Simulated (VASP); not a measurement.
Runs of VASP 6.6.1 on ZrB. The structure is that of space group Fm-3m (No. 225), or close to it. The cells are those of the table. 

| level | potentials or basis | spin | U | cell | k mesh | smearing | grid for exact exchange (PRECFOCK) | share of exact exchange | screening parameter | gap on the mesh (eV) | pressure (GPa) | moment (μB) |
| --- | --- | --- | --- | --- | --- | --- | --- | --- | --- | --- | --- | --- |
| B3LYP | VASP PAW PBE potentials, release 64 (Zr_sv, B) | off | - | a = 3.490 Å, angles 60.0°, 2 atoms | 5 × 5 × 5 | fermi-dirac 0.05 eV | Normal | 0.2 | - | none | (a) | - |
| PBE | VASP PAW PBE potentials, release 64 (Zr_sv, B) | off | - | a = 3.244 Å, angles 60.0°, 2 atoms | 10 × 10 × 10 | fermi-dirac 0.05 eV | - | - | - | none | 47.2 | - |
| LDA | VASP PAW LDA potentials, release 64 (Zr_sv, B) | non-collinear, zero start, SOC | - | a = 3.288 Å, angles 60.0°, 2 atoms | 10 × 10 × 10 | methfessel-paxton 0.1 eV | - | - | - | - | 25.4 | 0.00 |
| PBE-based screened hybrid with 25 % exact exchange | VASP PAW PBE potentials, release 64 (Zr_sv, B) | off | - | a = 3.462 Å, angles 60.0°, 2 atoms | 5 × 5 × 5 | fermi-dirac 0.05 eV | Normal | 0.25 | 0.3 1/Å | none | 0.1 | - |
| PBE | VASP PAW PBE potentials, release 64 (Zr_sv, B) | off | - | a = 3.266 Å, angles 60.0°, 2 atoms | 10 × 10 × 10 | fermi-dirac 0.05 eV | - | - | - | none | 40.7 | - |
| revPBE+D3(BJ)+U | VASP PAW PBE potentials, release 64 (Zr_sv, B) | non-collinear, zero start, SOC | Zr d U = 8.0 eV | a = 3.288 Å, angles 60.0°, 2 atoms | 10 × 10 × 10 | methfessel-paxton 0.1 eV | - | - | - | - | (b) | 0.00 |
| LDA | VASP PAW LDA potentials, release 64 (Zr_sv, B) | off | - | a = 3.288 Å, angles 60.0°, 2 atoms | 10 × 10 × 10 | methfessel-paxton 0.01 eV | - | - | - | none | 25.4 | - |
| r2SCAN+rVV10 | VASP PAW PBE potentials, release 64 (Zr_sv, B) | off | - | a = 3.288 Å, angles 60.0°, 2 atoms | 10 × 10 × 10 | fermi-dirac 0.025 eV | - | - | - | none | 35.7 | - |

Alike in all rows: task single point; cutoff (eV) 520.

Fill in the values left out.

(a) 0.2; (b) 53.2.

Caveats: some runs use coarse meshes; the cell stands under pressure (at least some runs); the PAW data sets were made with another functional, which shifts forces and pressure a little (at least some runs); three body term missing (at least some runs); the U is typed as a test and isn't derived for this compound (at least some runs).

A k mesh can miss the band edges, and rows without SOC leave out spin-orbit coupling on Zr.

A gap of «none» marks levels without a gap at the run's occupations.
